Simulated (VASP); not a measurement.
# Tl (P6_3/mmc) in VASP: further runs

Tl is run at these levels: PBEsol; tasks: single point, relaxation of cell and atoms.

All numbers are computed with VASP 6.6.1; they aren't measurements. Logs are shortened: lines on timing, memory, paths and dates and some standing lists are left out, and cuts for length are marked.

## Step 1: The cell of the first run

Symmetry: P6_3/mmc, No. 194, hexagonal system. Conventional cell: a = 3.468 Å, b = 3.468 Å, c = 5.493 Å, α = 90.00°, β = 90.00°, γ = 120.00°. Tl (site symmetry -6m2) has 12 Tl at 3.40 to 3.47 Å within 4.5 Å.

## Step 2: Single point, PBEsol

File INCAR:

```
SYSTEM = Tl
PREC     = Accurate       ! precision mode
ENCUT    = 520            ! plane-wave cutoff, eV
EDIFF    = 1E-6           ! SCF threshold, eV
ISMEAR   = -1             ! smearing method
SIGMA    = 0.1            ! smearing width, eV
LREAL    = .FALSE.        ! projectors in reciprocal space
LASPH    = .TRUE.         ! aspherical terms in the spheres
NELM     = 60             ! most SCF steps
ALGO     = Normal         ! electronic algorithm
ISIF     = 2              ! what is computed and relaxed
LWAVE    = .FALSE.        ! write WAVECAR
LCHARG   = .FALSE.        ! write CHGCAR
GGA      = PS             ! functional
NBANDS   = 20             ! bands
```

File KPOINTS:

```
regular mesh
0
G
  16 16 10
  0 0 0
```

File POSCAR:

```
Tl
1.0
    3.4679873162      0.0000000000      0.0000000000
   -1.7339936581      3.0033651158      0.0000000000
    0.0000000000      0.0000000000      5.4929975338
Tl
2
Direct
    0.3333333333      0.6666666667      0.2500000000
    0.6666666667      0.3333333333      0.7500000000
```

Potentials or basis: VASP PAW PBE potentials, release 64 (Tl_d).

The run is started by

```console
$ cat potpaw_PBE.64/Tl_d/POTCAR > POTCAR
$ mpirun -np 1 vasp_std > vasp.out
```

OUTCAR:

```text
SYSTEM = Tl
   PREC = Accurate
   ENCUT = 520
   EDIFF = 1E-6
   ISMEAR = -1
   LREAL = .FALSE.
   LASPH = .TRUE.
   NELM = 60
   ISIF = 2
   GGA = PS

 ion  position               nearest neighbor table
   1  0.333  0.667  0.250-   2 3.40   2 3.40   2 3.40   2 3.40   2 3.40   2 3.40
   2  0.667  0.333  0.750-   1 3.40   1 3.40   1 3.40   1 3.40   1 3.40   1 3.40

  LATTYP: Found a hexagonal cell.
 ALAT       =     3.4679873162
 C/A-ratio  =     1.5839151165

  Lattice vectors:

 A1 = (   3.4679873162,   0.0000000000,   0.0000000000)
 A2 = (  -1.7339936581,   3.0033651158,   0.0000000000)
 A3 = (   0.0000000000,   0.0000000000,   5.4929975338)

Analysis of symmetry for initial positions (statically):
=====================================================================
 Subroutine PRICEL returns:
 Original cell was already a primitive cell.

 Routine SETGRP: Setting up the symmetry group for a
 hexagonal supercell.

 Subroutine GETGRP returns: Found 24 space group operations
 (whereof 12 operations were pure point group operations)
 out of a pool of 24 trial point group operations.

The static configuration has the point symmetry D_3d.
 The point group associated with its full space group is D_6h.

Analysis of symmetry for dynamics (positions and initial velocities):
=====================================================================
 Subroutine PRICEL returns:
 Original cell was already a primitive cell.

 Routine SETGRP: Setting up the symmetry group for a
 hexagonal supercell.

 Subroutine GETGRP returns: Found 24 space group operations
 (whereof 12 operations were pure point group operations)
 out of a pool of 24 trial point group operations.

The dynamic configuration has the point symmetry D_3d.
 The point group associated with its full space group is D_6h.

 Subroutine INISYM returns: Found 24 space group operations
 (whereof 12 operations are pure point group operations),
 and found     1 'primitive' translations

----------------------------------------------------------------------------------------

                                     Primitive cell

  volume of cell :      57.2130

  direct lattice vectors                    reciprocal lattice vectors
     3.467987316  0.000000000  0.000000000     0.288351689  0.166479925  0.000000000
    -1.733993658  3.003365116  0.000000000     0.000000000  0.332959851  0.000000000
     0.000000000  0.000000000  5.492997534     0.000000000  0.000000000  0.182049963

  length of vectors
     3.467987316  3.467987316  5.492997534     0.332959851  0.332959851  0.182049963

  position of ions in fractional coordinates (direct lattice)
     0.333333333  0.666666667  0.250000000
     0.666666667  0.333333333  0.750000000

  ion indices of the primitive-cell ions
   primitive index   ion index
                 1           1
                 2           2

----------------------------------------------------------------------------------------

 KPOINTS: regular mesh

Automatic generation of k-mesh.
 Grid dimensions read from file:
 generate k-points for:   16   16   10

 Generating k-lattice:

  Cartesian coordinates                     Fractional coordinates (reciprocal lattice)
     0.018021981  0.010404995  0.000000000     0.062500000  0.000000000  0.000000000
     0.000000000  0.020809991  0.000000000     0.000000000  0.062500000  0.000000000
     0.000000000  0.000000000  0.018204996     0.000000000  0.000000000  0.100000000

  Length of vectors
     0.020809991  0.020809991  0.018204996

  Shift w.r.t. Gamma in fractional coordinates (k-lattice)
     0.000000000  0.000000000  0.000000000

 Subroutine IBZKPT returns following result:
 ===========================================

 Found    180 irreducible k-points:

 Following reciprocal coordinates:
            Coordinates               Weight
  0.000000  0.000000  0.000000      1.000000
  0.062500  0.000000  0.000000      6.000000
  0.125000  0.000000  0.000000      6.000000
  0.187500  0.000000  0.000000      6.000000
  0.250000  0.000000  0.000000      6.000000
  0.312500  0.000000  0.000000      6.000000
[... 16 lines left out ...]
  0.187500  0.187500  0.000000      6.000000
  0.250000  0.187500  0.000000     12.000000
 [... further k-points ...]
   k-points           NKPTS =    180   k-points in BZ     NKDIM =    180   number of bands    NBANDS=     20
   number of dos      NEDOS =    301   number of ions     NIONS =      2
   total plane-waves  NPLWV =  32928
   dimension x,y,z NGX =    28 NGY =   28 NGZ =   42
   dimension x,y,z NGXF=    56 NGYF=   56 NGZF=   84
   ions per type =               2
   NGX,Y,Z   is equivalent  to a cutoff of  13.42, 13.42, 12.71 a.u.
   NGXF,Y,Z  is equivalent  to a cutoff of  26.84, 26.84, 25.42 a.u.
 SYSTEM =  Tl
   PREC   = accura    normal or accurate (medium, high low for compatibility)
   ISTART =      0    job   : 0-new  1-cont  2-samecut
   ICHARG =      2    charge: 1-file 2-atom 10-const
   ISPIN  =      1    spin polarized calculation?
   LNONCOLLINEAR =      F non collinear calculations
   LSORBIT =      F    spin-orbit coupling
   LASPH  =      T    aspherical Exc in radial PAW
   ENCUT  =  520.0 eV  38.22 Ry    6.18 a.u.   6.45  6.45 10.21*2*pi/ulx,y,z
   NELM   =     60;   NELMIN=  2; NELMDL= -5     # of ELM steps
   EDIFF  = 0.1E-05   stopping-criterion for ELM
   LREAL  =      F    real-space projection
   EDIFFG = 0.1E-04   stopping-criterion for IOM
   NSW    =      0    number of steps for IOM
   IBRION =     -1    ionic relax: 0-MD 1-quasi-New 2-CG
   NFREE  =      0    steps in history (QN), initial steepest desc. (CG)
   ISIF   =      2    stress and relaxation
   ISYM   =      2    0-nonsym 1-usesym 2-fastsym
   POTIM  = 0.5000    time-step for ionic-motion
   TEBEG  =    0.0;   TEEND  =   0.0 temperature during run
   PSTRESS=    0.0 pullay stress
   NELECT =      26.0000    total number of electrons
   NUPDOWN=      -1.0000    fix difference up-down
   EMIN   =  10.00;   EMAX   =-10.00  energy-range for DOS
   EFERMI =   0.00;   METHOD = LEGACY
   ISMEAR =    -1;   SIGMA  =   0.10  broadening in eV -4-tet -1-fermi 0-gaus
   EFERMI_NEDOS =   21; number of points for ismear=-14 and -15
   IALGO  =     38    algorithm
   IMIX   =      4    mixing-type and parameters
     AMIX     =   0.40;   BMIX     =  1.00
     AMIX_MAG =   1.60;   BMIX_MAG =  1.00
  volume/ion in A,a.u.               =      28.61       193.05
  Fermi-wavevector in a.u.,A,eV,Ry     =   1.258638  2.378481 21.553946  1.584170
  Thomas-Fermi vector in A             =   2.392238
   LORBIT       =      0    0 simple, 1 ext, 2 COOP (PROOUT), +10 PAW based schemes
   GGA     = PS    functional components
   LHFCALC =     F    Hartree Fock is set to
   AEXX    =    0.0000 exact exchange contribution
   IVDW    =     0    specifies the selected vdW correction
   LEPSILON=     F    determine dielectric tensor
   LRPA    =     F    only Hartree local field effects (RPA)
 non-spin polarized calculation
  energy-cutoff  :      520.00
  volume of cell :       57.21
 maximum number of plane-waves:      1568
 NGX is ok and might be reduce to    28
   NGX = 13   NGY = 13   NGZ = 21

 number of electron      25.9999999 magnetization

 Free energy of the ion-electron system (eV)
  ---------------------------------------------------
  ext. energy  EPLUGINS =         0.00000000
  ---------------------------------------------------
  free energy    TOTEN  =        -5.27763792 eV

  energy without entropy =       -5.25054046  energy(sigma->0) =       -5.26408919

 E-fermi :   6.3804     XC(G=0): -10.3644

 val. band max:        6.3604989878   @ k =   0.2500   0.2500   0.4000
 cond. band min:       6.3898363300   @ k =   0.1875   0.1250   0.2000
 fundamental gap:      0.0293373421
 Fermi energy:         6.3804129157

 k-point     1 :       0.0000    0.0000    0.0000
  band No.  band energies     occupation
      1      -5.3651      2.00000
      2      -5.1203      2.00000
      3      -5.1106      2.00000
      4      -5.1106      2.00000
      5      -5.0548      2.00000
      6      -5.0548      2.00000
[... 12 lines left out ...]
     19      17.0886      0.00000
     20      17.5132      0.00000

 k-point     2 :       0.0625    0.0000    0.0000
  band No.  band energies     occupation
      1      -5.3515      2.00000
      2      -5.1477      2.00000
      3      -5.0940      2.00000
      4      -5.0803      2.00000
      5      -5.0558      2.00000
      6      -5.0393      2.00000
[... 12 lines left out ...]
     19      17.4639      0.00000
     20      17.5567      0.00000

 k-point     3 :       0.1250    0.0000    0.0000
  band No.  band energies     occupation
      1      -5.3238      2.00000
      2      -5.1724      2.00000
      3      -5.0655      2.00000
      4      -5.0463      2.00000
      5      -5.0423      2.00000
      6      -5.0339      2.00000
[... 12 lines left out ...]
     19      16.9213      0.00000
     20      18.2367      0.00000

 k-point     4 :       0.1875    0.0000    0.0000
  band No.  band energies     occupation
      1      -5.3231      2.00000
      2      -5.1690      2.00000
      3      -5.0895      2.00000
      4      -5.0719      2.00000
      5      -5.0642      2.00000
      6      -4.9743      2.00000
[... 12 lines left out ...]
     19      16.5593      0.00000
     20      17.9924      0.00000

 k-point     5 :       0.2500    0.0000    0.0000
  band No.  band energies     occupation
      1      -5.3596      2.00000
      2      -5.1671      2.00000
      3      -5.1516      2.00000
      4      -5.0976      2.00000
      5      -5.0493      2.00000
      6      -4.9027      2.00000
[... 12 lines left out ...]
     19      16.0199      0.00000
     20      17.3312      0.00000

 k-point     6 :       0.3125    0.0000    0.0000
  band No.  band energies     occupation
      1      -5.4058      2.00000
      2      -5.2188      2.00000
      3      -5.1918      2.00000
      4      -5.1289      2.00000
      5      -5.0020      2.00000
      6      -4.8737      2.00000
[... 12 lines left out ...]
     19      15.4528      0.00000
     20      16.8060      0.00000

 k-point     7 :       0.3750    0.0000    0.0000
  band No.  band energies     occupation
      1      -5.4463      2.00000
      2      -5.2782      2.00000
      3      -5.2205      2.00000
      4      -5.1543      2.00000
      5      -4.9604      2.00000
      6      -4.9071      2.00000
[... 12 lines left out ...]
     19      14.9905      0.00000
     20      16.4270      0.00000
[... 277 lines left out ...]
 k-point    20 :       0.3125    0.1250    0.0000
  band No.  band energies     occupation
      1      -5.3766      2.00000
      2      -5.3009      2.00000
      3      -5.1852      2.00000
      4      -5.1420      2.00000
      5      -4.9647      2.00000
      6      -4.9183      2.00000
[... 12 lines left out ...]
     19      15.1529      0.00000
     20      16.4919      0.00000

 k-point    21 :       0.3750    0.1250    0.0000
  band No.  band energies     occupation
      1      -5.4018      2.00000
      2      -5.3392      2.00000
      3      -5.1902      2.00000
      4      -5.1494      2.00000
      5      -4.9419      2.00000
      6      -4.9333      2.00000
[... 12 lines left out ...]
     19      14.9400      0.00000
     20      16.3594      0.00000

 k-point    22 :       0.4375    0.1250    0.0000
  band No.  band energies     occupation
      1      -5.4106      2.00000
      2      -5.3527      2.00000
      3      -5.1931      2.00000
      4      -5.1517      2.00000
      5      -4.9503      2.00000
      6      -4.9212      2.00000
[... 12 lines left out ...]
     19      14.8697      0.00000
     20      16.3147      0.00000

 k-point    23 :       0.1875    0.1875    0.0000
  band No.  band energies     occupation
      1      -5.2524      2.00000
      2      -5.2501      2.00000
      3      -5.2388      2.00000
      4      -5.1238      2.00000
      5      -4.9817      2.00000
      6      -4.8915      2.00000
[... 12 lines left out ...]
     19      15.1344      0.00000
     20      18.0722      0.00000

 k-point    24 :       0.2500    0.1875    0.0000
  band No.  band energies     occupation
      1      -5.2978      2.00000
      2      -5.2864      2.00000
      3      -5.2035      2.00000
      4      -5.1304      2.00000
      5      -4.9550      2.00000
      6      -4.9157      2.00000
[... 12 lines left out ...]
     19      14.5204      0.00000
     20      18.1565      0.00000

 [... further k-points ...]

------------------------ aborting loop because EDIFF is reached ----------------------------------------

  FORCE on cell =-STRESS in cart. coord.  units (eV):
  Direction    XX          YY          ZZ          XY          YZ          ZX
  --------------------------------------------------------------------------------------
  -------------------------------------------------------------------------------------
  Total       -0.0226418     -0.0226418     -0.0227903      0.0000000      0.0000000      0.0000000
  in kB       -0.6340546     -0.6340546     -0.6382142      0.0000000      0.0000000      0.0000000
  external PRESSURE =      -0.6354411 kB  Pullay stress =       0.0000000 kB

 VOLUME and BASIS-vectors are now :
 -----------------------------------------------------------------------------
  energy-cutoff  :      520.00
  volume of cell :       57.21
      direct lattice vectors                 reciprocal lattice vectors
     3.467987316  0.000000000  0.000000000     0.288351689  0.166479925  0.000000000
    -1.733993658  3.003365116  0.000000000     0.000000000  0.332959851  0.000000000
     0.000000000  0.000000000  5.492997534     0.000000000  0.000000000  0.182049963

 POSITION                                       TOTAL-FORCE (eV/Angst)
 -----------------------------------------------------------------------------------
     -0.00000      2.00224      1.37325        -0.000000     -0.000000      0.000000
      1.73399      1.00112      4.11975         0.000000      0.000000      0.000000
 -----------------------------------------------------------------------------------
    total drift:                               -0.000000      0.000000      0.000000

  FREE ENERGIE OF THE ION-ELECTRON SYSTEM (eV)
  ---------------------------------------------------
  free  energy   TOTEN  =        -5.2776379162 eV

  energy  without entropy=       -5.2505404590  energy(sigma->0) =       -5.26408919
```

Wall time 3.7 min (1 thread of Oxide Virtual Turin-like, shared host); peak memory 0.26 GiB.

Results:

```yaml
Free_energy: -5.2776 eV
Pressure: -0.1 GPa
Band_gap_on_the_k_mesh: zero (band 13 reaches 9.96 eV, above the bottom of band 14 at 4.08 eV)
```

Levels at points of the mesh, in eV from the Fermi level:
```
           k point  band 9  band 10  band 11  band 12  band 13  band 14  band 15  band 16  band 17  band 18
(0.00, 0.00, 0.00)  -11.03   -11.03   -10.07    -5.03    -2.84     7.85     7.85     9.96     9.96    10.19
(0.50, 0.00, 0.00)  -10.99   -10.98    -5.83    -4.74    -0.67     0.56     1.33     3.78     3.80     8.09
(0.00, 0.00, 0.50)  -11.14   -11.14    -8.61    -8.61     3.47     3.47     8.85     8.85     8.85     8.85
(0.50, 0.00, 0.50)  -11.01   -11.01    -4.75    -4.75    -2.30    -2.30     5.49     5.49     6.20     6.20
```

Caveat: the PAW data sets were made with another functional, which shifts forces and pressure a little; spin-orbit coupling is left out, which moves the levels of the heavy elements.

## Step 3: Relaxation of cell and atoms, PBEsol

File INCAR:

```
SYSTEM = Tl
PREC = Accurate
ENCUT = 600
EDIFF = 1E-7
ISMEAR = -1
SIGMA = 0.1
LREAL = .False.
LASPH = .True.
NELM = 60
ALGO = Normal
ISIF = 3
LWAVE = .False.
LCHARG = .False.
GGA = PS
IBRION = 2
NSW = 100
EDIFFG = -0.002
```

File KPOINTS:

```
Automatic mesh
0
Gamma
  16 16 10
  0 0 0
```

File POSCAR:

```
Tl
1.0
    3.4560000000      0.0000000000      0.0000000000
   -1.7280000000      2.9929837955      0.0000000000
    0.0000000000      0.0000000000      5.5250000000
Tl
2
Direct
    0.3333333333      0.6666666667      0.2500000000
    0.6666666667      0.3333333333      0.7500000000
```

Potentials or basis: VASP PAW PBE potentials, release 64 (Tl_d).

The run is started by

```console
$ cat potpaw_PBE.64/Tl_d/POTCAR > POTCAR
$ mpirun -np 1 vasp_std > vasp.out
```

Run time: 14 min. Hardware: 1 thread of Oxide Virtual Turin-like, shared host; peak memory 0.29 GiB.

The run converged. Its results:

```
Free energy                            : -5.2777 eV
Relaxed volume                         : 28.61 Å³/atom
Relaxed cell                           : a = 3.468 Å, b = 3.468 Å, c = 5.494 Å, α = 90.00°, β = 90.00°, γ = 120.00°
Space group after relaxing (to 0.05 Å) : P6_3/mmc (No. 194)
Energy gained by relaxing              : 0.2 meV/atom
Ionic steps                            : 6
Pressure after relaxing                : 0.0 GPa
Band gap on the k mesh                 : zero (band 13 reaches 9.96 eV, above the bottom of band 14 at 4.08 eV)
```

The path:
```csv
step,energy change (eV),largest force (eV/Å),pressure (GPa),volume (Å³)
1,0.0000,0.0000,0.02,57.15
2,-0.0002,0.0000,0.01,57.18
3,-0.0004,0.0000,-0.01,57.23
4,-0.0004,0.0000,-0.02,57.25
5,-0.0004,0.0000,-0.02,57.25
6,-0.0004,0.0000,0.01,57.21
```

Final structure:
```xyz
2
Lattice="3.4678 0.0000 0.0000 -1.7339 3.0032 0.0000 0.0000 0.0000 5.4936" Properties=species:S:1:pos:R:3 pbc="T T T"
Tl    0.0000    2.0021    1.3734
Tl    1.7339    1.0011    4.1202
```

Levels at points of the mesh, in eV from the Fermi level:
```
           k point  band 9  band 10  band 11  band 12  band 13  band 14  band 15  band 16  band 17
(0.00, 0.00, 0.00)  -11.03   -11.03   -10.07    -5.03    -2.84     7.85     7.85     9.96     9.96
(0.50, 0.00, 0.00)  -10.99   -10.98    -5.83    -4.74    -0.67     0.56     1.33     3.78     3.80
(0.00, 0.00, 0.50)  -11.14   -11.14    -8.61    -8.61     3.47     3.47     8.85     8.85     8.85
(0.50, 0.00, 0.50)  -11.01   -11.01    -4.75    -4.75    -2.30    -2.30     5.49     5.49     6.20
```

Caveat: the PAW data sets were made with another functional, which shifts forces and pressure a little; spin-orbit coupling is left out, which moves the levels of the heavy elements.

(Part 1 of 2 ends here.)
